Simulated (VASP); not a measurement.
Runs of VASP 6.6.1 on Sc. The structure is that of space group P6_3/mmc (No. 194), or close to it. The cells are those of the table. 

| spin | cell | k mesh | smearing | gap on the mesh (eV) | pressure (GPa) |
| --- | --- | --- | --- | --- | --- |
| off | a = 3.328, b = 3.328, c = 5.212 Å, angles 90.0, 90.0, 120.0°, 2 atoms | 9 × 9 × 5 | fermi-dirac 0.1 eV | none | 0.2 |
| off | a = 3.328, b = 3.328, c = 5.212 Å, angles 90.0, 90.0, 120.0°, 2 atoms | 11 × 11 × 6 | fermi-dirac 0.03 eV | none | 0.0 |
| off | a = 3.328, b = 3.328, c = 5.212 Å, angles 90.0, 90.0, 120.0°, 2 atoms | 4 × 4 × 2 | fermi-dirac 0.1 eV | none | 0.4 |
| off | a = 3.328, b = 3.328, c = 5.212 Å, angles 90.0, 90.0, 120.0°, 2 atoms | 2 × 2 × 1 | fermi-dirac 0.1 eV | none | -6.9 |
| collinear | a = 3.287, b = 3.287, c = 5.334 Å, angles 90.0, 90.0, 120.0°, 2 atoms | 6 × 6 × 3 | fermi-dirac 0.1 eV | none | 0.2 |
| off | a = 3.328, b = 3.328, c = 5.212 Å, angles 90.0, 90.0, 120.0°, 2 atoms | 3 × 3 × 2 | fermi-dirac 0.1 eV | none | -0.3 |
| off | a = 3.328, b = 3.328, c = 5.212 Å, angles 90.0, 90.0, 120.0°, 2 atoms | 11 × 11 × 6 | fermi-dirac 0.1 eV | none | 0.2 |
| off | a = 3.328, b = 3.328, c = 5.212 Å, angles 90.0, 90.0, 120.0°, 2 atoms | 11 × 11 × 6 | fermi-dirac 0.01 eV | none | -0.1 |
| off | a = 3.328, b = 3.328, c = 5.212 Å, angles 90.0, 90.0, 120.0°, 2 atoms | 11 × 11 × 6 | fermi-dirac 0.3 eV | none | (a) |
| off | a = 3.328, b = 3.328, c = 5.212 Å, angles 90.0, 90.0, 120.0°, 2 atoms | 7 × 7 × 4 | fermi-dirac 0.1 eV | none | (c) |
| off | a = 3.328, b = 3.328, c = 5.212 Å, angles 90.0, 90.0, 120.0°, 2 atoms | 5 × 5 × 3 | fermi-dirac 0.1 eV | none | (b) |

Alike in all rows: task single point; level r2SCAN; potentials or basis VASP PAW PBE potentials, release 64 (Sc_sv); cutoff (eV) 520.

Task: Estimate the missing entries.

Result: (a) 1.1; (b) 0.5; (c) 0.1.

Caveats: some runs use coarse meshes; the PAW data sets were made with another functional, which shifts forces and pressure a little; so wide a smearing shifts energies and pressures (at least some runs).

A gap of «none» marks levels without a gap at the run's occupations.
